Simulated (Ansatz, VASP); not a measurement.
**One calculation of MgO, two programs**

File POSCAR:

```
MgO
1.0
    0.0000000000      2.2562189984      2.3177227129
    2.2562189984      0.0000000000      2.3177227129
    2.2562189984      2.2562189984      0.0000000000
Mg O
1 1
Direct
    0.0000000000      0.0000000000      0.0000000000
    0.2500000000      0.2500000000      0.2500000000
```

The input INCAR.step1:

```
PREC = Accurate ; ENCUT = 520
ISMEAR = 0 ; SIGMA = 0.01
LREAL = False ; LASPH = True
NELM = 100 ; NBANDS = 11
GGA = PE ; ALGO = Normal
EDIFF = 1E-4 ; LWAVE = True
LCHARG = False
```

Contents of INCAR.step2:

```
PREC = Accurate ; ENCUT = 520
EDIFF = 1E-6 ; ISMEAR = 0
SIGMA = 0.01 ; LREAL = False
LASPH = True ; NELM = 100
ALGO = Normal ; ISIF = 2
LWAVE = False ; LCHARG = True
METAGGA = R2SCAN ; LMIXTAU = True
LELF = True ; LVHAR = True
NBANDS = 11 ; ISTART = 1
```

The input KPOINTS:

```
regular mesh
0
Gamma
  10 10 10
```

Input for Ansatz:

```yaml
crystal:
  lattice:
    - [0.0, 2.2562189984, 2.3177227129]
    - [2.2562189984, 0.0, 2.3177227129]
    - [2.2562189984, 2.2562189984, 0.0]
  atoms:
    - { symbol: Mg, position: [0.0, 0.0, 0.0] }
    - { symbol: O, position: [0.25, 0.25, 0.25] }
kpoints:
  mp_grid: { grid: [10, 10, 10] }
  band_path:
    path:
      - [0.0, 0.0, 0.0]
      - [-0.5, -0.5, 0.0]
      - [-0.375, -0.375, 0.25]
      - [-0.375, 0.0, 0.375]
      - [0.0, 0.0, 0.5]
      - [-0.5, -0.25, 0.25]
    npoints: 1
hamiltonian:
  xc: r2scan
scf:
  occupations: { method: fixed }
  n_extra_bands: 4
output:
  forces: true
  stress: true
  eigenvalues: true
```

Change from the starting cell: epitaxial_xy strain -1.1%.

Alike in both runs: task single point; functional r2SCAN; k mesh 10 × 10 × 10; no spin polarisation.

|  | VASP | Ansatz |
| --- | --- | --- |
| version | VASP 6.6.1 | Ansatz 0.2.0 |
| potentials or method | VASP PAW PBE potentials, release 64 (Mg, O) | plane waves, PAW |
| plane-wave cutoff (eV) | 520 | 500 |
| occupations | gaussian, width 0.01 eV | fixed |
| valence electrons in the cell | 8 | 16 |

```csv
,VASP,Ansatz,Ansatz less VASP
gap on the k mesh at the Fermi level (eV),4.34,4.35,+0.014
pressure (GPa),0.3,0.9,+0.56
"traceless stress, the component that is largest in VASP (GPa)",-0.90,-0.89,+0.011
```

VASP's potentials were made for PBE, not for r2SCAN. VASP's potentials hold 8 valence electrons a cell and Ansatz's 16, so a difference there can come from the potentials and not from the codes.
